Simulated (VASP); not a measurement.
A run of VASP 6.6.1 is set up as follows.

The input INCAR:

```
ALGO     = Normal         # electronic algorithm
EDIFF    = 1E-7           # SCF threshold, eV
ENCUT    = 520            # plane-wave cutoff, eV
GGA      = PE             # functional
ISIF     = 2              # what is computed and relaxed
ISMEAR   = 0              # smearing method
LASPH    = T              # aspherical terms in the spheres
LCHARG   = T              # write CHGCAR
LELF     = T              # ELF
LREAL    = F              # projectors in reciprocal space
LVHAR    = T            
LWAVE    = F              # write WAVECAR
NBANDS   = 52             # bands
NELM     = 80             # most SCF steps
PREC     = Accurate       # precision mode
SIGMA    = 0.1            # smearing width, eV
```

KPOINTS

```
k-points
0
Gamma
  4 4 4
```

POSCAR

```
ScGaC6N6
1.0
    0.0000000000      5.1770000000      5.1770000000
    5.1770000000      0.0000000000      5.1770000000
    5.1770000000      5.1770000000      0.0000000000
Sc Ga C N
1 1 6 6
Direct
    0.0000000000      0.0000000000      0.0000000000
    0.5000000000      0.5000000000      0.5000000000
    0.8047131500      0.1952868500      0.1952868500
    0.1952868500      0.8047131500      0.1952868500
    0.1952868500      0.1952868500      0.8047131500
    0.1952868500      0.8047131500      0.8047131500
    0.8047131500      0.1952868500      0.8047131500
    0.8047131500      0.8047131500      0.1952868500
    0.6917133500      0.3082866500      0.3082866500
    0.3082866500      0.6917133500      0.3082866500
    0.3082866500      0.3082866500      0.6917133500
    0.3082866500      0.6917133500      0.6917133500
    0.6917133500      0.3082866500      0.6917133500
    0.6917133500      0.6917133500      0.3082866500
```

Potentials or basis: VASP PAW PBE potentials, release 64 (Sc_sv, Ga_d, C, N).

Launch:

```sh
$ cat potpaw_PBE.64/Sc_sv/POTCAR potpaw_PBE.64/Ga_d/POTCAR potpaw_PBE.64/C/POTCAR potpaw_PBE.64/N/POTCAR > POTCAR
$ mpirun -np 1 vasp_std > vasp.out
```

Task: Estimate the band gap on the k mesh.

Result: 3.43 eV (least direct gap 3.55 eV).

Task: Estimate the largest force.

Result: 4.380 eV/Å.

Task: Estimate the pressure.

Result: 12.3 GPa.

Forces on the atoms (eV/Å):
```
Sc   0.000  0.000  0.000
Ga   0.000  0.000  0.000
C    4.380  0.000  0.000
C    0.000  4.380  0.000
C    0.000  0.000  4.380
C   -4.380  0.000  0.000
C    0.000 -4.380  0.000
C    0.000  0.000 -4.380
N   -0.699  0.000  0.000
N    0.000 -0.699  0.000
N    0.000  0.000 -0.699
N    0.699  0.000  0.000
N    0.000  0.699  0.000
N    0.000  0.000  0.699
```

Caveat: the cell stands under pressure; forces of over 1 eV/Å act on the atoms, so gaps and moduli don't describe the material at rest. A k mesh can miss the band edges.
